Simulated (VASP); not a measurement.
Set up this calculation in VASP 6.6.1, as the native input.

```yaml
Task: single point
Functional: PBEsol
Potentials_or_basis: VASP PAW PBE potentials, release 64 (Sr_sv, Ti_sv, O)
Cutoff: 520 eV
k_mesh: 8 × 8 × 8
Occupations: gaussian, width 0.05 eV
Spin: no spin polarisation
Dipole_correction: no
Further_INCAR_settings: ALGO = Normal; EDIFF = 1e-06; NBANDS = 28
```

The structure of SrTiO3 lies in POSCAR:

```
SrTiO3
1.0
    3.8913815400      0.0000000000      0.0000000000
    0.0000000000      3.8913815400      0.0000000000
    0.0000000000      0.0000000000      3.8913815400
Sr Ti O
1 1 3
Direct
   -0.0365524700      0.0000000000      0.0000000000
    0.5665248078      0.5000000000      0.5000000000
   -0.0029190056      0.5000000000      0.5000000000
    0.5020340526      0.0000000000      0.5000000000
    0.5020340526      0.5000000000      0.0000000000
```

This cell differs from its parent crystal: atoms displaced along several vibrational modes.

These files were run (other wordings do the same):

INCAR

```
SYSTEM = SrTiO3
  PREC = Accurate
  ENCUT = 520
  EDIFF = 1E-6
  ISMEAR = 0
  SIGMA = 0.05
  LREAL = .FALSE.
  LASPH = .TRUE.
  NELM = 80
  ALGO = Normal
  ISIF = 2
  LWAVE = .FALSE.
  LCHARG = .FALSE.
  GGA = PS
  NBANDS = 28
```

KPOINTS

```
regular mesh
0
G
  8 8 8
  0 0 0
```

Potentials or basis: VASP PAW PBE potentials, release 64 (Sr_sv, Ti_sv, O).

The run is started by

```bash
$ cat potpaw_PBE.64/Sr_sv/POTCAR potpaw_PBE.64/Ti_sv/POTCAR potpaw_PBE.64/O/POTCAR > POTCAR
$ mpirun -np 1 vasp_std > vasp.out
```

It gave:

```yaml
Pressure: 7.7 GPa
Largest_force: 4.645 eV/Å
Band_gap_on_the_k_mesh: 1.86 eV (least direct gap 2.54 eV)
```

Caveat: the cell differs from its parent crystal (atoms displaced along several vibrational modes); the stress differs along the axes, from 3 to 17 GPa; the PAW data sets were made with another functional, which shifts forces and pressure a little.

Run time: 3.3 min on 1 thread of Intel Xeon 8259CL, on a shared host, peak memory 0.26 GiB.
